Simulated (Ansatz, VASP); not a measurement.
## Two plane-wave programs on CdBr

```
Cd Br
1.0
     0.00000    3.86021    3.86021
     3.86021    0.00000    3.86021
     3.86021    3.86021    0.00000
Cd Br
2 2
Direct
  0.50000 0.50000 0.50000
  0.75000 0.75000 0.75000
  0.00000 0.00000 0.00000
  0.25000 0.25000 0.25000
```

Alike in both runs: task relaxation of cell and atoms; functional PBE; k mesh 10 × 10 × 10; occupations gaussian, width 0.1 eV; no spin polarisation.

|  | VASP | Ansatz |
| --- | --- | --- |
| version | VASP 6.6.1 | Ansatz 0.2.0 |
| potentials or method | VASP PAW PBE potentials, release 64 (Cd, Br), cutoff 600 eV | scalar-relativistic, plane waves, PAW |
| valence electrons in the cell | 38 | 54 |

Ansatz gave:

- gap on the k mesh at the Fermi level, each at its own relaxed structure (eV): none
- relaxed volume (Å³/atom): 27.29
- relaxed cell length with the largest relative difference (Å): 5.364

Question: Which values does VASP return?

Answer: gap on the k mesh at the Fermi level, each at its own relaxed structure (eV): none; relaxed volume (Å³/atom): 27.34; relaxed cell length with the largest relative difference (Å): 5.368.

A gap of «none» marks a metal or a gap that the smearing closes. VASP's potentials hold 38 valence electrons a cell and Ansatz's 54, so a difference there can come from the potentials and not from the codes.
